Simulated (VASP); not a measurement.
Write the native input for VASP 6.6.1 that does the following.

| Item | Value |
| --- | --- |
| Task | single point |
| Functional | PBEsol |
| Potentials or basis | VASP PAW PBE potentials, release 64 (In_d, P) |
| Cutoff | 500 eV |
| k mesh | 6 × 6 × 6 |
| Occupations | gaussian, width 0.02 eV |
| Spin | no spin polarisation |
| Dipole correction | no |
| Further INCAR settings | ALGO = Normal; EDIFF = 1e-06; NBANDS = 16 |

The structure of InP (km) lies in POSCAR:

```
InP
1.0
    0.0000000000      2.9394395703      2.9394395703
    2.9394395703      0.0000000000      2.9394395703
    2.9394395703      2.9394395703      0.0000000000
In P
1 1
Direct
    0.0000000000      0.0000000000      0.0000000000
    0.2500000000      0.2500000000      0.2500000000
```

One way to write it, as run:

INCAR

```
SYSTEM = InP
PREC = Accurate
ENCUT = 500
EDIFF = 1E-6
ISMEAR = 0
SIGMA = 0.02
LREAL = .False.
LASPH = .True.
NELM = 120
ALGO = Normal
ISIF = 2
LWAVE = .False.
LCHARG = .False.
GGA = PS
NBANDS = 16
GGA_COMPAT = .False.
```

KPOINTS

```
Automatic mesh
0
Gamma
  6 6 6
  0 0 0
```

Potentials or basis: VASP PAW PBE potentials, release 64 (In_d, P).

Run with:

```bash
$ cat potpaw_PBE.64/In_d/POTCAR potpaw_PBE.64/P/POTCAR > POTCAR
$ mpirun -np 1 vasp_std > vasp.out
```

It gave:

| Quantity | Value |
| --- | --- |
| Pressure | 0.0 GPa |
| Band gap on the k mesh | 0.56 eV, direct |

Caveat: the PAW data sets were made with another functional, which shifts forces and pressure a little; spin-orbit coupling is left out, which moves the levels of the heavy elements.

Wall time 18 s on 1 thread of Intel(R) Xeon(R) Platinum 8375C CPU @ 2.90GHz (Ice Lake), with other jobs on the host, peak memory 0.16 GiB.
